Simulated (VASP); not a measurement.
# Rb (Fm-3m) in VASP: notebook

The runs below take Rb through single point, relaxation of cell and atoms, with PBE.

Everything below comes from runs of VASP 6.6.1. Logs are shortened: lines on timing, memory, paths and dates and some standing lists are left out, and cuts for length are marked.

**1. The cell of the first run**

Symmetry: Fm-3m, No. 225, cubic system. Conventional cell: a = 5.691 Å, b = 5.691 Å, c = 5.691 Å, α = 90.00°, β = 90.00°, γ = 90.00°. Within 5.3 Å of Rb (site symmetry m-3m) lie 12 Rb at 4.02 Å.

This isn't the form of Rb at room conditions, which is bcc.

**2. Single point, PBE**

INCAR reads:

```
SYSTEM = Rb
  PREC = Accurate
  ENCUT = 520
  EDIFF = 1E-6
  ISMEAR = -1
  SIGMA = 0.1
  LREAL = .False.
  LASPH = .True.
  NELM = 100
  ALGO = Normal
  ISIF = 2
  LWAVE = .False.
  LCHARG = .False.
  GGA = PE
  NBANDS = 10
```

KPOINTS reads:

```
regular mesh
0
Gamma
  12 12 12
  0 0 0
```

POSCAR reads:

```
Rb
1.0
    0.0000000000      2.8453220684      2.8453220684
    2.8453220684      0.0000000000      2.8453220684
    2.8453220684      2.8453220684      0.0000000000
Rb
1
Direct
    0.0000000000      0.0000000000      0.0000000000
```

Potentials or basis: VASP PAW PBE potentials, release 64 (Rb_sv).

Run with:

```console
cat potpaw_PBE.64/Rb_sv/POTCAR > POTCAR
mpirun -np 1 vasp_std > vasp.out
```

OUTCAR:

```text
SYSTEM = Rb
   PREC = Accurate
   ENCUT = 520
   EDIFF = 1E-6
   ISMEAR = -1
   LREAL = .False.
   LASPH = .True.
   NELM = 100
   ISIF = 2
   GGA = PE

 ion  position               nearest neighbor table
   1  0.000  0.000  0.000-

  LATTYP: Found a face centered cubic cell.
 ALAT       =     5.6906441368

  Lattice vectors:

 A1 = (   0.0000000000,   2.8453220684,   2.8453220684)
 A2 = (   2.8453220684,   0.0000000000,   2.8453220684)
 A3 = (   2.8453220684,   2.8453220684,   0.0000000000)

Analysis of symmetry for initial positions (statically):
=====================================================================
 Subroutine PRICEL returns:
 Original cell was already a primitive cell.

 Routine SETGRP: Setting up the symmetry group for a
 face centered cubic supercell.

 Subroutine GETGRP returns: Found 48 space group operations
 (whereof 48 operations were pure point group operations)
 out of a pool of 48 trial point group operations.

The static configuration has the point symmetry O_h .

Analysis of symmetry for dynamics (positions and initial velocities):
=====================================================================
 Subroutine PRICEL returns:
 Original cell was already a primitive cell.

 Routine SETGRP: Setting up the symmetry group for a
 face centered cubic supercell.

 Subroutine GETGRP returns: Found 48 space group operations
 (whereof 48 operations were pure point group operations)
 out of a pool of 48 trial point group operations.

The dynamic configuration has the point symmetry O_h .

 Subroutine INISYM returns: Found 48 space group operations
 (whereof 48 operations are pure point group operations),
 and found     1 'primitive' translations

----------------------------------------------------------------------------------------

                                     Primitive cell

  volume of cell :      46.0706

  direct lattice vectors                    reciprocal lattice vectors
     0.000000000  2.845322068  2.845322068    -0.175727031  0.175727031  0.175727031
     2.845322068  0.000000000  2.845322068     0.175727031 -0.175727031  0.175727031
     2.845322068  2.845322068  0.000000000     0.175727031  0.175727031 -0.175727031

  length of vectors
     4.023893058  4.023893058  4.023893058     0.304368146  0.304368146  0.304368146

  position of ions in fractional coordinates (direct lattice)
     0.000000000  0.000000000  0.000000000

  ion indices of the primitive-cell ions
   primitive index   ion index
                 1           1

----------------------------------------------------------------------------------------

 KPOINTS: regular mesh

Automatic generation of k-mesh.
 Grid dimensions read from file:
 generate k-points for:   12   12   12

 Generating k-lattice:

  Cartesian coordinates                     Fractional coordinates (reciprocal lattice)
    -0.014643919  0.014643919  0.014643919     0.083333333  0.000000000  0.000000000
     0.014643919 -0.014643919  0.014643919     0.000000000  0.083333333  0.000000000
     0.014643919  0.014643919 -0.014643919     0.000000000  0.000000000  0.083333333

  Length of vectors
     0.025364012  0.025364012  0.025364012

  Shift w.r.t. Gamma in fractional coordinates (k-lattice)
     0.000000000  0.000000000  0.000000000

 Subroutine IBZKPT returns following result:
 ===========================================

 Found     72 irreducible k-points:

 Following reciprocal coordinates:
            Coordinates               Weight
  0.000000  0.000000  0.000000      1.000000
  0.083333  0.000000  0.000000      8.000000
  0.166667  0.000000  0.000000      8.000000
  0.250000  0.000000  0.000000      8.000000
  0.333333  0.000000  0.000000      8.000000
  0.416667  0.000000  0.000000      8.000000
[... 16 lines left out ...]
  0.500000  0.166667  0.000000     24.000000
 -0.416667  0.166667  0.000000     24.000000
 [... further k-points ...]
   k-points           NKPTS =     72   k-points in BZ     NKDIM =     72   number of bands    NBANDS=     10
   number of dos      NEDOS =    301   number of ions     NIONS =      1
   total plane-waves  NPLWV =  27000
   dimension x,y,z NGX =    30 NGY =   30 NGZ =   30
   dimension x,y,z NGXF=    60 NGYF=   60 NGZF=   60
   ions per type =               1
   NGX,Y,Z   is equivalent  to a cutoff of  12.39, 12.39, 12.39 a.u.
   NGXF,Y,Z  is equivalent  to a cutoff of  24.79, 24.79, 24.79 a.u.
 SYSTEM =  Rb
   PREC   = accura    normal or accurate (medium, high low for compatibility)
   ISTART =      0    job   : 0-new  1-cont  2-samecut
   ICHARG =      2    charge: 1-file 2-atom 10-const
   ISPIN  =      1    spin polarized calculation?
   LNONCOLLINEAR =      F non collinear calculations
   LSORBIT =      F    spin-orbit coupling
   LASPH  =      T    aspherical Exc in radial PAW
   ENCUT  =  520.0 eV  38.22 Ry    6.18 a.u.   7.48  7.48  7.48*2*pi/ulx,y,z
   NELM   =    100;   NELMIN=  2; NELMDL= -5     # of ELM steps
   EDIFF  = 0.1E-05   stopping-criterion for ELM
   LREAL  =      F    real-space projection
[... 7 lines left out ...]
   TEBEG  =    0.0;   TEEND  =   0.0 temperature during run
   PSTRESS=    0.0 pullay stress
   NELECT =       9.0000    total number of electrons
   NUPDOWN=      -1.0000    fix difference up-down
   EMIN   =  10.00;   EMAX   =-10.00  energy-range for DOS
   EFERMI =   0.00;   METHOD = LEGACY
   ISMEAR =    -1;   SIGMA  =   0.10  broadening in eV -4-tet -1-fermi 0-gaus
   EFERMI_NEDOS =   21; number of points for ismear=-14 and -15
   IALGO  =     38    algorithm
   IMIX   =      4    mixing-type and parameters
     AMIX     =   0.40;   BMIX     =  1.00
     AMIX_MAG =   1.60;   BMIX_MAG =  1.00
  volume/ion in A,a.u.               =      46.07       310.90
  Fermi-wavevector in a.u.,A,eV,Ry     =   0.949907  1.795063 12.276843  0.902323
  Thomas-Fermi vector in A             =   2.078234
   LORBIT       =      0    0 simple, 1 ext, 2 COOP (PROOUT), +10 PAW based schemes
   GGA     = PE    functional components
   LHFCALC =     F    Hartree Fock is set to
   AEXX    =    0.0000 exact exchange contribution
   IVDW    =     0    specifies the selected vdW correction
   LEPSILON=     F    determine dielectric tensor
   LRPA    =     F    only Hartree local field effects (RPA)
 non-spin polarized calculation
  energy-cutoff  :      520.00
  volume of cell :       46.07
 maximum number of plane-waves:      1258
 NGX is ok and might be reduce to    30
   NGX = 15   NGY = 15   NGZ = 15

 number of electron       9.0000000 magnetization

 Free energy of the ion-electron system (eV)
  ---------------------------------------------------
  ext. energy  EPLUGINS =         0.00000000
  ---------------------------------------------------
  free energy    TOTEN  =        -0.41513297 eV

  energy without entropy =       -0.37840442  energy(sigma->0) =       -0.39676870

 E-fermi :   2.2284     XC(G=0):  -7.4305

 val. band max:        2.2208138882   @ k =  -0.2500   0.2500   0.0833
 cond. band min:       2.2507814975   @ k =  -0.4167   0.5000   0.0833
 fundamental gap:      0.0299676093
 Fermi energy:         2.2283910642

 k-point     1 :       0.0000    0.0000    0.0000
  band No.  band energies     occupation
      1     -26.7211      2.00000
      2     -10.4808      2.00000
      3     -10.4808      2.00000
      4     -10.4808      2.00000
      5      -0.6644      2.00000
      6       6.2351      0.00000
      7       6.2351      0.00000
      8       6.2351      0.00000
      9       8.4776      0.00000
     10       8.4776      0.00000

 k-point     2 :       0.0833    0.0000    0.0000
  band No.  band energies     occupation
      1     -26.7159      2.00000
      2     -10.5397      2.00000
      3     -10.4872      2.00000
      4     -10.4872      2.00000
      5      -0.5055      2.00000
      6       5.9448      0.00000
      7       6.3076      0.00000
      8       6.3076      0.00000
      9       8.3115      0.00000
     10       8.3115      0.00000

 k-point     3 :       0.1667    0.0000    0.0000
  band No.  band energies     occupation
      1     -26.7017      2.00000
      2     -10.6955      2.00000
      3     -10.5046      2.00000
      4     -10.5046      2.00000
      5      -0.0615      2.00000
      6       5.3471      0.00000
      7       6.4382      0.00000
      8       6.4382      0.00000
      9       8.0765      0.00000
     10       8.0765      0.00000

 k-point     4 :       0.2500    0.0000    0.0000
  band No.  band energies     occupation
      1     -26.6821      2.00000
      2     -10.8969      2.00000
      3     -10.5282      2.00000
      4     -10.5282      2.00000
      5       0.5777      2.00000
      6       4.7540      0.00000
      7       6.3887      0.00000
      8       6.3887      0.00000
      9       8.2386      0.00000
     10       8.2386      0.00000
[... 222 lines left out ...]
 k-point    22 :       0.4167    0.1667    0.0000
  band No.  band energies     occupation
      1     -26.6463      2.00000
      2     -11.1093      2.00000
      3     -10.6549      2.00000
      4     -10.6201      2.00000
      5       1.8970      1.92982
      6       3.9911      0.00000
      7       5.2078      0.00000
      8       6.6003      0.00000
      9       8.5287      0.00000
     10      10.0251      0.00000

 k-point    23 :       0.5000    0.1667    0.0000
  band No.  band energies     occupation
      1     -26.6362      2.00000
      2     -11.1872      2.00000
      3     -10.6960      2.00000
      4     -10.6189      2.00000
      5       2.4443      0.20703
      6       3.6709      0.00000
      7       5.1720      0.00000
      8       6.4233      0.00000
      9       9.1987      0.00000
     10      10.2200      0.00000

 k-point    24 :      -0.4167    0.1667    0.0000
  band No.  band energies     occupation
      1     -26.6348      2.00000
      2     -11.1937      2.00000
      3     -10.7220      2.00000
      4     -10.6026      2.00000
      5       2.5816      0.05684
      6       3.6284      0.00000
      7       5.1389      0.00000
      8       6.3493      0.00000
      9       9.5282      0.00000
     10       9.7915      0.00000

 [... further k-points ...]
[... 5 lines left out ...]
  --------------------------------------------------------------------------------------
  -------------------------------------------------------------------------------------
  Total        1.7826564      1.7826564      1.7826564      0.0000000      0.0000000      0.0000000
  in kB       61.9946113     61.9946113     61.9946113      0.0000000      0.0000000      0.0000000
  external PRESSURE =      61.9946113 kB  Pullay stress =       0.0000000 kB

 VOLUME and BASIS-vectors are now :
 -----------------------------------------------------------------------------
  energy-cutoff  :      520.00
  volume of cell :       46.07
      direct lattice vectors                 reciprocal lattice vectors
     0.000000000  2.845322068  2.845322068    -0.175727031  0.175727031  0.175727031
     2.845322068  0.000000000  2.845322068     0.175727031 -0.175727031  0.175727031
     2.845322068  2.845322068  0.000000000     0.175727031  0.175727031 -0.175727031

 POSITION                                       TOTAL-FORCE (eV/Angst)
 -----------------------------------------------------------------------------------
      0.00000      0.00000      0.00000         0.000000     -0.000000      0.000000
 -----------------------------------------------------------------------------------
    total drift:                               -0.000000     -0.000000      0.000000

  FREE ENERGIE OF THE ION-ELECTRON SYSTEM (eV)
  ---------------------------------------------------
  free  energy   TOTEN  =        -0.4151329711 eV

  energy  without entropy=       -0.3784044217  energy(sigma->0) =       -0.39676870
```

Run time: 42 s. Hardware: 1 thread of Intel Xeon 8259CL, shared host; peak memory 0.18 GiB.

Results:

```yaml
Free_energy: -0.4151 eV
Pressure: 6.2 GPa
Band_gap_on_the_k_mesh: zero (an odd number of electrons rules out a gap without spin polarisation)
```

Levels at points of the mesh, in eV from the Fermi level:
| k point | band 1 | band 2 | band 3 | band 4 | band 5 | band 6 | band 7 | band 8 | band 9 | band 10 |
| --- | --- | --- | --- | --- | --- | --- | --- | --- | --- | --- |
| (0.00, 0.00, 0.00) | -28.95 | -12.71 | -12.71 | -12.71 | -2.89 | 4.01 | 4.01 | 4.01 | 6.25 | 6.25 |
| (0.50, 0.00, 0.00) | -28.87 | -13.50 | -12.80 | -12.80 | -0.17 | 1.66 | 3.67 | 3.67 | 7.59 | 7.92 |
| (0.50, 0.50, 0.00) | -28.85 | -13.43 | -12.98 | -12.98 | -0.15 | 1.19 | 3.08 | 7.43 | 7.43 | 7.96 |

Caveat: the cell stands under pressure.

**3. Single point, PBE**

INCAR reads:

```
PREC = Accurate
ENCUT = 520
EDIFF = 1E-7
ISMEAR = -1
SIGMA = 0.1
LREAL = F
LASPH = T
NELM = 80
ALGO = Normal
ISIF = 2
LWAVE = F
LCHARG = F
GGA = PE
NBANDS = 10
```

KPOINTS reads:

```
Automatic mesh
0
Gamma
  12 12 12
```

POSCAR is that of step 2.

Potentials or basis: VASP PAW PBE potentials, release 64 (Rb_sv).

Run with:

```console
cat potpaw_PBE.64/Rb_sv/POTCAR > POTCAR
mpirun -np 1 vasp_std > vasp.out
```

OUTCAR:

```text
PREC = Accurate
   ENCUT = 520
   EDIFF = 1E-7
   ISMEAR = -1
   LREAL = F
   LASPH = T
   NELM = 80
   ISIF = 2
   GGA = PE

 ion  position               nearest neighbor table
   1  0.000  0.000  0.000-

  LATTYP: Found a face centered cubic cell.
 ALAT       =     5.6906441368

  Lattice vectors:

 A1 = (   0.0000000000,   2.8453220684,   2.8453220684)
 A2 = (   2.8453220684,   0.0000000000,   2.8453220684)
 A3 = (   2.8453220684,   2.8453220684,   0.0000000000)

Analysis of symmetry for initial positions (statically):
[... 480 lines left out ...]
      2     -11.1937      2.00000
      3     -10.7220      2.00000
      4     -10.6026      2.00000
      5       2.5816      0.05684
      6       3.6284      0.00000
      7       5.1389      0.00000
      8       6.3493      0.00000
      9       9.5282      0.00000
     10       9.7915      0.00000

 [... further k-points ...]
[... 5 lines left out ...]
  --------------------------------------------------------------------------------------
  -------------------------------------------------------------------------------------
  Total        1.7825743      1.7825743      1.7825743     -0.0000000     -0.0000000     -0.0000000
  in kB       61.9917537     61.9917537     61.9917537     -0.0000000     -0.0000000     -0.0000000
  external PRESSURE =      61.9917537 kB  Pullay stress =       0.0000000 kB

 VOLUME and BASIS-vectors are now :
 -----------------------------------------------------------------------------
  energy-cutoff  :      520.00
  volume of cell :       46.07
      direct lattice vectors                 reciprocal lattice vectors
     0.000000000  2.845322068  2.845322068    -0.175727031  0.175727031  0.175727031
     2.845322068  0.000000000  2.845322068     0.175727031 -0.175727031  0.175727031
     2.845322068  2.845322068  0.000000000     0.175727031  0.175727031 -0.175727031

 POSITION                                       TOTAL-FORCE (eV/Angst)
 -----------------------------------------------------------------------------------
      0.00000      0.00000      0.00000         0.000000      0.000000     -0.000000
 -----------------------------------------------------------------------------------
    total drift:                               -0.000000     -0.000000      0.000000

  FREE ENERGIE OF THE ION-ELECTRON SYSTEM (eV)
  ---------------------------------------------------
  free  energy   TOTEN  =        -0.4151329722 eV

  energy  without entropy=       -0.3784044227  energy(sigma->0) =       -0.39676870
```

stdout:

```text
POSCAR found type information on POSCAR Rb
 POSCAR found :  1 types and       1 ions
 scaLAPACK will be used
 LDA part: xc-table for (Slater+PW92), standard interpolation
 POSCAR, INCAR and KPOINTS ok, starting setup
 FFT: planning ... GRIDC
 FFT: planning ... GRID_SOFT
 FFT: planning ... GRID
 WAVECAR not read
 entering main loop
```

It took 43 s on 1 thread of Intel Xeon 8259CL, shared host; peak memory 0.18 GiB.

Results:

```yaml
Free_energy: -0.4151 eV
Pressure: 6.2 GPa
Band_gap_on_the_k_mesh: zero (an odd number of electrons rules out a gap without spin polarisation)
```

Caveat: the cell stands under pressure.

(Continued in part 2 of 2.)

The gap in the log of VASP goes by the Fermi energy; the results here count the filled bands.